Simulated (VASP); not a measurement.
Input of a VASP 6.6.1 run:

Contents of POSCAR:

```
Au
1.0
    2.7484100000      0.0000000000      0.0000000000
    0.0000000000      2.7484100000      0.0000000000
    0.0000000000      0.0000000000      2.7484100000
Au
1
Direct
    0.5000000000      0.5000000000      0.5000000000
```

INCAR.step1

```
SYSTEM = Au
PREC = Accurate ; ENCUT = 520
EDIFF = 1E-5 ; ISMEAR = -1
SIGMA = 0.05 ; LREAL = .False.
LASPH = .True. ; NELM = 100
ALGO = Normal ; ISIF = 2
LWAVE = .True. ; GGA = PE
NBANDS = 12
```

Contents of INCAR.step2:

```
SYSTEM = Au
PREC = Accurate ; ENCUT = 520
EDIFF = 1E-6 ; ISMEAR = -1
SIGMA = 0.05 ; LREAL = .False.
LASPH = .True. ; NELM = 100
ALGO = Normal ; ISIF = 2
LWAVE = .False. ; LCHARG = .True.
GGA = B3 ; LHFCALC = .True.
AEXX = 0.2 ; AGGAX = 0.72
AGGAC = 0.81 ; ALDAC = 0.19
PRECFOCK = Normal ; LELF = .True.
LVHAR = .True. ; ISTART = 1
NBANDS = 12
```

KPOINTS

```
regular mesh
0
Gamma
  5 5 5
  0 0 0
```

Potentials or basis: VASP PAW PBE potentials, release 64 (Au).

Command:

```console
$ cat potpaw_PBE.64/Au/POTCAR > POTCAR
$ cp INCAR.step1 INCAR
$ mpirun -np 1 vasp_std > vasp.out
$ cp INCAR.step2 INCAR
$ mpirun -np 1 vasp_std > vasp.out
```

(1) What does it give for the pressure?

## Answers

(1) 5.8 GPa.

Caveat: the k points lie up to 0.46 Å⁻¹ apart; the PAW data sets were made with another functional, which shifts forces and pressure a little.
